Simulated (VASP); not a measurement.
# SbS (Cmcm) in VASP: further runs, part 2 of 2

VASP 6.6.1. The steps go on from the part before.

### Step 3. Relaxation of cell and atoms, PBE

This run uses another cell than the first one, of 40.81 Å³/atom, 1.701 times its volume.

INCAR reads:

```
ALGO     = Normal         # electronic algorithm
EDIFF    = 1E-6           # SCF threshold, eV
EDIFFG   = -0.04          # ionic threshold
ENCUT    = 600            # plane-wave cutoff, eV
GGA      = PE             # functional
IBRION   = 2              # ionic algorithm
ISIF     = 3              # what is computed and relaxed
ISMEAR   = 0              # smearing method
LASPH    = T              # aspherical terms in the spheres
LCHARG   = F              # write CHGCAR
LREAL    = F              # projectors in reciprocal space
LWAVE    = F              # write WAVECAR
NELM     = 60             # most SCF steps
NSW      = 90             # ionic steps
PREC     = Accurate       # precision mode
SIGMA    = 0.1            # smearing width, eV
```

KPOINTS reads:

```
k-points
0
Gamma
  4 4 4
```

POSCAR reads:

```
SbS
1.0
    2.4963594707     -6.5771511348      0.0000000000
    2.4963594707      6.5771511348      0.0000000000
    0.0000000000      0.0000000000      4.9714959066
Sb S
2 2
Direct
    0.3544000000      0.6456000000      0.7500000000
    0.6456000000      0.3544000000      0.2500000000
    0.0776000000      0.9224000000      0.7500000000
    0.9224000000      0.0776000000      0.2500000000
```

Potentials or basis: VASP PAW PBE potentials, release 64 (Sb, S).

On the command line:

```console
> cat potpaw_PBE.64/Sb/POTCAR potpaw_PBE.64/S/POTCAR > POTCAR
> mpirun -np 1 vasp_std > vasp.out
```

OUTCAR:

```text
EDIFF = 1E-6
   EDIFFG = -0.04
   ENCUT = 600
   GGA = PE
   IBRION = 2
   ISIF = 3
   ISMEAR = 0
   LASPH = T
   LREAL = F
   NELM = 60
   NSW = 90
   PREC = Accurate

 ion  position               nearest neighbor table
   1  0.354  0.646  0.750-
   2  0.646  0.354  0.250-
   3  0.078  0.922  0.750-
   4  0.922  0.078  0.250-

  LATTYP: Found a base centered orthorhombic cell.
 ALAT       =     4.9927189414
 B/A-ratio  =     2.6346971308
 C/A-ratio  =     0.9957492030

  Lattice vectors:

 A1 = (   2.4963594707,  -6.5771511348,   0.0000000000)
 A2 = (   2.4963594707,   6.5771511348,   0.0000000000)
 A3 = (   0.0000000000,   0.0000000000,   4.9714959066)

Analysis of symmetry for initial positions (statically):
=====================================================================
 Subroutine PRICEL returns:
[... 1045 lines left out ...]
      6       4.2115      2.00000
      7       4.6661      2.00000
      8       4.6661      2.00000
      9       4.8701      2.00000
     10       4.8701      2.00000
     11       7.7794      0.00064
     12       7.7794      0.00064
     13       8.1212      0.00000
     14       8.1227      0.00000
     15       8.5896      0.00000

[... ionic steps 4 to 34 ...]

--------------------------------------- Ionic step       35  -------------------------------------------

 number of electron      22.0000001 magnetization

------------------------ aborting loop because EDIFF is reached ----------------------------------------
[... 71 lines left out ...]
--------------------------------------- Ionic step       37  -------------------------------------------

 number of electron      22.0000000 magnetization

 Free energy of the ion-electron system (eV)
  ---------------------------------------------------
  ext. energy  EPLUGINS =         0.00000000
  ---------------------------------------------------
  free energy    TOTEN  =       -16.51322730 eV

  energy without entropy =      -16.50560105  energy(sigma->0) =      -16.50941417

 E-fermi :   7.3347     XC(G=0):  -9.9768

 val. band max:        7.2779939593   @ k =   0.2500   0.2500   0.0000
 cond. band min:       7.3903375420   @ k =   0.2500   0.0000   0.2500
 fundamental gap:      0.1123435827
 Fermi energy:         7.3346661241
[... 407 lines left out ...]
  FREE ENERGIE OF THE ION-ELECTRON SYSTEM (eV)
  ---------------------------------------------------
  free  energy   TOTEN  =       -16.5132272978 eV

  energy  without entropy=      -16.5056010490  energy(sigma->0) =      -16.50941417

 reached required accuracy - stopping structural energy minimisation
```

It took 22 min on 1 thread of Intel Xeon Platinum 8375C at 2.90GHz (Ice Lake), shared host; peak memory 0.43 GiB.

What came out:

- Free energy: -16.5132 eV
- Relaxed volume: 23.40 Å³/atom
- Relaxed cell: a = 6.659 Å, b = 6.659 Å, c = 3.921 Å, α = 90.00°, β = 90.00°, γ = 147.42°
- Space group after relaxing (to 0.05 Å): Cmcm (No. 63)
- Energy gained by relaxing: 1464.2 meV/atom
- Ionic steps: 37
- Pressure after relaxing: 0.1 GPa
- Largest force after relaxing: 0.025 eV/Å
- Band gap on the k mesh: zero (band 11 reaches 8.13 eV, above the bottom of band 12 at 6.40 eV)

Forces in eV/Å, atoms in the order of the input:
```
Sb   0.000 -0.009  0.000
Sb   0.000  0.009  0.000
S    0.000 -0.025  0.000
S    0.000  0.025  0.000
```

The path:
| step | energy change (eV) | largest force (eV/Å) | pressure (GPa) | volume (Å³) |
| --- | --- | --- | --- | --- |
| 1 | 0.0000 | 1.0098 | -9.68 | 163.25 |
| 2 | -3.3429 | 1.3799 | -8.22 | 111.65 |
| 3 | -4.0541 | 1.3072 | -0.89 | 92.65 |
| 4 | -4.0665 | 1.2502 | 1.59 | 89.14 |
| 5 | -4.0683 | 1.2725 | 0.69 | 90.34 |
| 6 | -4.4010 | 0.7348 | 1.90 | 88.61 |
| 7 | -4.6025 | 0.4707 | 3.99 | 86.46 |
| 8 | -4.1333 | 0.5782 | 13.12 | 81.28 |
| 9 | -4.6215 | 0.3128 | 5.02 | 85.74 |
| 10 | -4.7606 | 0.6923 | -2.09 | 96.18 |
| 11 | -4.7726 | 0.6447 | -0.75 | 93.78 |
| 12 | -4.8659 | 0.7390 | -1.15 | 95.45 |
| 13 | -5.2177 | 0.9554 | -2.98 | 100.55 |
| 14 | -5.3946 | 0.3991 | -6.73 | 111.19 |
| 15 | -5.4482 | 0.5344 | -5.60 | 107.34 |
| 16 | -5.4842 | 0.4716 | -5.44 | 106.99 |
| 17 | -5.5749 | 0.3264 | -4.91 | 105.94 |
| 18 | -5.6583 | 0.2116 | -3.70 | 103.83 |
| 19 | -5.6982 | 0.1850 | -3.03 | 102.28 |
| 20 | -5.7621 | 0.2228 | -0.68 | 97.95 |
| 21 | -5.7651 | 0.2924 | 0.12 | 96.71 |
| 22 | -5.7651 | 0.2838 | 0.05 | 96.85 |
| 23 | -5.7681 | 0.2696 | 0.01 | 96.76 |
| 24 | -5.7752 | 0.2289 | -0.07 | 96.50 |
| 25 | -5.7810 | 0.1591 | -0.17 | 95.97 |
| 26 | -5.7857 | 0.1635 | -0.13 | 95.69 |
| 27 | -5.7993 | 0.1552 | 0.03 | 94.86 |
| 28 | -5.8130 | 0.0576 | 0.45 | 93.20 |
| 29 | -5.8143 | 0.0584 | 0.58 | 92.69 |
| 30 | -5.8142 | 0.0581 | 0.77 | 91.94 |
| 31 | -5.8197 | 0.0636 | 0.12 | 92.55 |
| 32 | -5.8206 | 0.0732 | -0.14 | 92.82 |
| 33 | -5.8377 | 0.0675 | -0.20 | 93.07 |
| 34 | -5.8526 | 0.0280 | -0.04 | 93.38 |
| 35 | -5.8533 | 0.0163 | 0.02 | 93.45 |
| 36 | -5.8534 | 0.0122 | 0.05 | 93.48 |
| 37 | -5.8569 | 0.0250 | 0.10 | 93.61 |

Final structure:
```xyz
4
Lattice="1.8677 -6.3918 0.0000 1.8677 6.3918 0.0000 0.0000 0.0000 3.9208" Properties=species:S:1:pos:R:3 pbc="T T T"
Sb    1.8677    1.3363    2.9406
Sb    1.8677   -1.3363    0.9802
S     1.8677    4.4878    2.9406
S     1.8677   -4.4878    0.9802
```

Levels at points of the mesh, in eV from the Fermi level:
```tsv
k point	band 9	band 10	band 11	band 12	band 13	band 14
(0.00, 0.00, 0.00)	-3.68	-1.56	0.80	1.42	2.53	3.19
(0.50, 0.00, 0.00)	-2.17	-1.59	-0.71	-0.37	-0.08	0.46
(0.50, 0.50, 0.00)	-3.25	-2.87	-1.06	2.29	2.55	3.03
(0.00, 0.00, 0.50)	-1.25	-1.25	0.25	0.25	0.48	0.48
(0.50, 0.00, 0.50)	-3.00	-3.00	-0.34	-0.34	2.75	2.75
(0.50, 0.50, 0.50)	-2.56	-2.56	0.43	0.43	0.64	0.64
```

Caveat: the volume moved by over 15 % at a fixed basis, so the end points are rough; spin-orbit coupling is left out, which moves the levels of the heavy elements.
